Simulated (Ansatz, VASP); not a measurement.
# AgPdS2: VASP beside Ansatz

File INCAR:

```
SYSTEM = AgPdS2
PREC = Accurate ; ENCUT = 600
EDIFF = 1E-7 ; ISMEAR = 0
SIGMA = 0.1 ; LREAL = .False.
LASPH = .True. ; NELM = 100
ALGO = Normal ; ISIF = 3
LWAVE = .False. ; LCHARG = .False.
GGA = PE ; IBRION = 2
NSW = 100 ; EDIFFG = -0.01
```

The input KPOINTS:

```
regular mesh
0
Gamma
  10 10 18
  0 0 0
```

Contents of POSCAR:

```
AgPdS2
1.0
    5.1142391100      0.0000000000      0.0000000000
    0.0000000000      5.1142391100      0.0000000000
    0.0000000000      0.0000000000      2.5824111000
Ag Pd S
1 1 2
Direct
    0.5000000000      0.5000000000      0.5000000000
    0.0000000000      0.0000000000      0.0000000000
    0.5000000000      0.0000000000      0.0000000000
    0.0000000000      0.5000000000      0.0000000000
```

Input for Ansatz:

```yaml
crystal:
  lattice:
    - [5.11423911, 0.0, 0.0]
    - [0.0, 5.11423911, 0.0]
    - [0.0, 0.0, 2.5824111]
  atoms:
    - { symbol: Ag, position: [0.5, 0.5, 0.5] }
    - { symbol: Pd, position: [0.0, 0.0, 0.0] }
    - { symbol: S, position: [0.5, 0.0, 0.0] }
    - { symbol: S, position: [0.0, 0.5, 0.0] }
basis:
  ecutwfc: 420
kpoints:
  mp_grid: { grid: [10, 10, 18] }
hamiltonian:
  xc: pbe
scf:
  occupations: { method: gaussian, width: 0.1 }
output:
  forces: true
  stress: true
  eigenvalues: true
  write_density: true
  write_potential: true
  elf: true
  volumetric_format: npy
relax:
  adjacent_minimum: "off"
  f_tol: 0.01
  max_steps: 80
  cell: { stress_tol: 0.05 }
```

Alike in both runs: task relaxation of cell and atoms; functional PBE; k mesh 10 × 10 × 18; occupations gaussian, width 0.1 eV; no spin polarisation.

```csv
,VASP,Ansatz
version,VASP 6.6.1,Ansatz 0.2.0
potentials or method,"VASP PAW PBE potentials, release 64 (Ag, Pd, S), cutoff 600 eV","scalar-relativistic, plane waves, PAW"
valence electrons in the cell,33,49
```

|  | VASP | Ansatz | Ansatz less VASP |
| --- | --- | --- | --- |
| gap on the k mesh at the Fermi level, each at its own relaxed structure (eV) | none | none | - |
| relaxed volume (Å³/atom) | 17.10 | 17.12 | +0.024 |
| relaxed cell length with the largest relative difference (Å) | 2.831 | 2.834 | +0.0029 |

A gap of «none» marks a metal or a gap that the smearing closes. VASP's potentials hold 33 valence electrons a cell and Ansatz's 49, so a difference there can come from the potentials and not from the codes.
